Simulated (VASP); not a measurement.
Here is a VASP 6.6.1 calculation.

INCAR

```
ALGO     = Normal         # electronic algorithm
EDIFF    = 1E-6           # SCF threshold, eV
ENCUT    = 500            # plane-wave cutoff, eV
GGA      = PE             # functional
GGA_COMPAT= F            
ISIF     = 2              # what is computed and relaxed
ISMEAR   = 0              # smearing method
LASPH    = T              # aspherical terms in the spheres
LCHARG   = F              # write CHGCAR
LREAL    = F              # projectors in reciprocal space
LWAVE    = F              # write WAVECAR
NBANDS   = 16             # bands
NELM     = 120            # most SCF steps
PREC     = Accurate       # precision mode
SIGMA    = 0.2            # smearing width, eV
```

File KPOINTS:

```
k-points
0
Gamma
  4 4 4
```

File POSCAR:

```
Si2B3
1.0
    2.3994474514     -2.5435157490      0.0000000000
    2.3994474514      2.5435157490      0.0000000000
    0.0000000000      0.0000000000      4.2573052586
Si B
2 3
Direct
    0.7759770534      0.2240229466      0.0000000000
    0.2240229466      0.7759770534      0.0000000000
    0.6654545626      0.3345454374      0.5000000000
    0.3345454374      0.6654545626      0.5000000000
    0.0000000000      0.0000000000      0.5000000000
```

Potentials or basis: VASP PAW PBE potentials, release 64 (Si, B).

The run is started by

```bash
$ cat potpaw_PBE.64/Si/POTCAR potpaw_PBE.64/B/POTCAR > POTCAR
$ mpirun -np 1 vasp_std > vasp.out
```

**Question.** Predict the largest force.

**Answer.** 0.031 eV/Å.

**Question.** Predict the pressure.

**Answer.** 0.0 GPa.

Forces in eV/Å, atoms in the order of the input:
```
Si   0.000  0.026  0.000
Si   0.000 -0.026  0.000
B    0.000 -0.031  0.000
B    0.000  0.031  0.000
B    0.000  0.000  0.000
```

Caveat: the k points lie up to 0.45 Å⁻¹ apart.
